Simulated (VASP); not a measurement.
# In (C2/c) in VASP: further runs, part 2 of 2

VASP 6.6.1. The steps go on from the part before.

## 4. Single point, revPBE (volume scaled by 0.92)

File INCAR:

```
SYSTEM = In
ALGO = Normal
EDIFF = 1E-7
ENCUT = 520
GGA = RE
ISIF = 2
ISMEAR = -1
LASPH = .TRUE.
LCHARG = .FALSE.
LREAL = .FALSE.
LWAVE = .FALSE.
NBANDS = 20
NELM = 60
PREC = Accurate
SIGMA = 0.1
```

File KPOINTS:

```
k-points
0
G
  13 13 11
  0 0 0
```

File POSCAR:

```
In
1.0
   -3.8845936959      3.8571333463      1.5900712450
    3.8571333463     -3.8845936959      1.5900712450
    2.1439229673      2.1439229673     -1.6403649257
In
2
Direct
    0.9991831451      0.0008168549      1.0000000000
    0.7508168549      0.2491831451      0.5000000000
```

Potentials or basis: VASP PAW PBE potentials, release 64 (In_d).

Started as:

```
> cat potpaw_PBE.64/In_d/POTCAR > POTCAR
> mpirun -np 1 vasp_std > vasp.out
```

OUTCAR:

```text
SYSTEM = In
   EDIFF = 1E-7
   ENCUT = 520
   GGA = RE
   ISIF = 2
   ISMEAR = -1
   LASPH = .TRUE.
   LREAL = .FALSE.
   NELM = 60
   PREC = Accurate

 ion  position               nearest neighbor table
   1  0.999  0.001  0.000-   2 3.22   2 3.22   2 3.23   2 3.23   2 3.89   2 3.89   2 3.97   2 3.97

   2  0.751  0.249  0.500-   1 3.22   1 3.22   1 3.23   1 3.23   1 3.89   1 3.89   1 3.97   1 3.97

  Warning from LATTYP: Got some problem with cell dimensions!
  Tried to take original basis but could not verify dimensions!
  LATTYP: Found a base centered monoclinic cell.
 ALAT       =     3.1803795997
 B/A-ratio  =     3.4424995621
 C/A-ratio  =     1.0583542782
 COS(beta)  =    -0.4465622565

  Lattice vectors:

 A1 = (   3.8845936959,  -3.8571333463,  -1.5900712450)
 A2 = (  -3.8571333463,   3.8845936959,  -1.5900712450)
 A3 = (   2.1164626177,   2.1164626177,   1.5397775643)

Analysis of symmetry for initial positions (statically):
=====================================================================
 Subroutine PRICEL returns:
 Original cell was already a primitive cell.

 Routine SETGRP: Setting up the symmetry group for a
 base centered monoclinic supercell.

 Subroutine GETGRP returns: Found  4 space group operations
 (whereof  2 operations were pure point group operations)
 out of a pool of  4 trial point group operations.

The static configuration has the point symmetry C_2 .
 The point group associated with its full space group is C_2h.

Analysis of symmetry for dynamics (positions and initial velocities):
=====================================================================
 Subroutine PRICEL returns:
 Original cell was already a primitive cell.

 Routine SETGRP: Setting up the symmetry group for a
 base centered monoclinic supercell.

[... 110 lines left out ...]
   NFREE  =      0    steps in history (QN), initial steepest desc. (CG)
   ISIF   =      2    stress and relaxation
   ISYM   =      2    0-nonsym 1-usesym 2-fastsym
   POTIM  = 0.5000    time-step for ionic-motion
   TEBEG  =    0.0;   TEEND  =   0.0 temperature during run
   PSTRESS=    0.0 pullay stress
   NELECT =      26.0000    total number of electrons
   NUPDOWN=      -1.0000    fix difference up-down
   EMIN   =  10.00;   EMAX   =-10.00  energy-range for DOS
   EFERMI =   0.00;   METHOD = LEGACY
   ISMEAR =    -1;   SIGMA  =   0.10  broadening in eV -4-tet -1-fermi 0-gaus
   EFERMI_NEDOS =   21; number of points for ismear=-14 and -15
   IALGO  =     38    algorithm
   IMIX   =      4    mixing-type and parameters
     AMIX     =   0.40;   BMIX     =  1.00
     AMIX_MAG =   1.60;   BMIX_MAG =  1.00
  volume/ion in A,a.u.               =      26.22       176.92
  Fermi-wavevector in a.u.,A,eV,Ry     =   1.295769  2.448649 22.844427  1.679018
  Thomas-Fermi vector in A             =   2.427268
   LORBIT       =      0    0 simple, 1 ext, 2 COOP (PROOUT), +10 PAW based schemes
   GGA     = RE    functional components
   LHFCALC =     F    Hartree Fock is set to
   AEXX    =    0.0000 exact exchange contribution
   IVDW    =     0    specifies the selected vdW correction
   LEPSILON=     F    determine dielectric tensor
   LRPA    =     F    only Hartree local field effects (RPA)
 non-spin polarized calculation
  energy-cutoff  :      520.00
  volume of cell :       52.43
 maximum number of plane-waves:      1434
   NGX = 21   NGY = 21   NGZ = 13

 number of electron      26.0000000 magnetization

 Free energy of the ion-electron system (eV)
  ---------------------------------------------------
  ext. energy  EPLUGINS =         0.00000000
  ---------------------------------------------------
  free energy    TOTEN  =        -4.47775416 eV

  energy without entropy =       -4.44672834  energy(sigma->0) =       -4.46224125

 E-fermi :   7.5670     XC(G=0): -10.1703

 val. band max:        7.5629069829   @ k =  -0.0769  -0.3077   0.0909
 cond. band min:       7.5698186639   @ k =  -0.2308  -0.4615   0.4545
 fundamental gap:      0.0069116811
 Fermi energy:         7.5670098022

 k-point     1 :       0.0000    0.0000    0.0000
  band No.  band energies     occupation
      1      -7.2134      2.00000
      2      -7.1759      2.00000
      3      -7.1371      2.00000
      4      -7.0634      2.00000
      5      -7.0428      2.00000
      6      -6.9786      2.00000
[... 541 lines left out ...]
     19      15.2831      0.00000
     20      16.5056      0.00000

 [... further k-points ...]
[... 5 lines left out ...]
  --------------------------------------------------------------------------------------
  -------------------------------------------------------------------------------------
  Total        1.0174093      1.0174093      1.1347744     -0.1130721      0.0524367      0.0524367
  in kB       31.0879068     31.0879068     34.6741101     -3.4550254      1.6022538      1.6022525
  external PRESSURE =      32.2833079 kB  Pullay stress =       0.0000000 kB

 VOLUME and BASIS-vectors are now :
 -----------------------------------------------------------------------------
  energy-cutoff  :      520.00
  volume of cell :       52.43
      direct lattice vectors                 reciprocal lattice vectors
    -3.884593696  3.857133346  1.590071245     0.056511970  0.185682115  0.316542651
     3.857133346 -3.884593696  1.590071245     0.185682115  0.056511970  0.316542651
     2.143922967  2.143922967 -1.640364926     0.234768401  0.234768401  0.004054424

 POSITION                                       TOTAL-FORCE (eV/Angst)
 -----------------------------------------------------------------------------------
     -3.87827      3.85081      1.59007        -0.020028      0.020028      0.000000
     -0.88352      2.99999      0.76989         0.020028     -0.020028     -0.000000
 -----------------------------------------------------------------------------------
    total drift:                                0.000000      0.000000     -0.000000

  FREE ENERGIE OF THE ION-ELECTRON SYSTEM (eV)
  ---------------------------------------------------
  free  energy   TOTEN  =        -4.4777541639 eV

  energy  without entropy=       -4.4467283407  energy(sigma->0) =       -4.46224125
```

OSZICAR:

```text
N       E                     dE             d eps       ncg     rms          rms(c)
DAV:   1     0.213882094523E+03    0.21388E+03   -0.12809E+04 20212   0.179E+03
DAV:   2     0.116292496979E+02   -0.20225E+03   -0.19872E+03 20352   0.381E+02
DAV:   3    -0.400512983230E+01   -0.15634E+02   -0.15543E+02 22908   0.121E+02
DAV:   4    -0.448791183221E+01   -0.48278E+00   -0.48249E+00 24576   0.227E+01
DAV:   5    -0.451820772606E+01   -0.30296E-01   -0.30294E-01 29524   0.464E+00    0.326E+00
DAV:   6    -0.448369916159E+01    0.34509E-01   -0.68869E-02 26456   0.429E+00    0.162E+00
DAV:   7    -0.447776049141E+01    0.59387E-02   -0.23987E-02 27620   0.236E+00    0.338E-01
DAV:   8    -0.447771991411E+01    0.40577E-04   -0.24323E-03 25564   0.625E-01    0.394E-02
DAV:   9    -0.447774656581E+01   -0.26652E-04   -0.73246E-05 31280   0.631E-02    0.270E-02
DAV:  10    -0.447775317963E+01   -0.66138E-05   -0.85907E-06 27384   0.407E-02    0.141E-02
DAV:  11    -0.447775423175E+01   -0.10521E-05   -0.21220E-06 22324   0.119E-02    0.672E-03
DAV:  12    -0.447775416393E+01    0.67820E-07   -0.38119E-08 15204   0.228E-03
   1 F= -.44777542E+01 E0= -.44622413E+01  d E =-.310258E-01
```

Wall time 14 min (1 thread of Oxide Virtual Turin-like, shared host); peak memory 0.5 GiB.

What came out:

| Quantity | Value |
| --- | --- |
| Free energy | -4.4778 eV |
| Pressure | 3.2 GPa |
| Largest force | 0.028 eV/Å |
| Band gap on the k mesh | zero (band 13 reaches 11.33 eV, above the bottom of band 14 at 4.55 eV) |

Forces in eV/Å, atoms in the order of the input:
```
In  -0.020  0.020  0.000
In   0.020 -0.020  0.000
```

Stress tensor (GPa, compression positive):
```
 3.11 -0.35  0.16
-0.35  3.11  0.16
 0.16  0.16  3.47
```

Caveat: the PAW data sets were made with another functional, which shifts forces and pressure a little; spin-orbit coupling is left out, which moves the levels of the heavy elements.

## 5. Summary

| cell | gap on the mesh (eV) | pressure (GPa) | largest force (eV/Å) |
| --- | --- | --- | --- |
| a = 5.938, b = 5.938, c = 3.591 Å, angles 97.8, 97.8, 147.6°, 2 atoms | none | -1.1 | 0.01 |
| a = 5.617, b = 5.617, c = 3.397 Å, angles 97.8, 97.8, 147.6°, 2 atoms | none | 5.5 | 0.03 |
| a = 5.701, b = 5.701, c = 3.447 Å, angles 97.8, 97.8, 147.6°, 2 atoms | none | 3.2 | 0.03 |

Alike in all rows: task single point; level revPBE; potentials or basis VASP PAW PBE potentials, release 64 (In_d); no spin polarisation; k mesh 13 × 13 × 11; cutoff (eV) 520; smearing fermi-dirac 0.1 eV.

Caveats: the PAW data sets were made with another functional, which shifts forces and pressure a little; spin-orbit coupling is left out, which moves the levels of the heavy elements.

Total energies depend on the potentials used, so only differences within one code and one set of settings carry meaning.
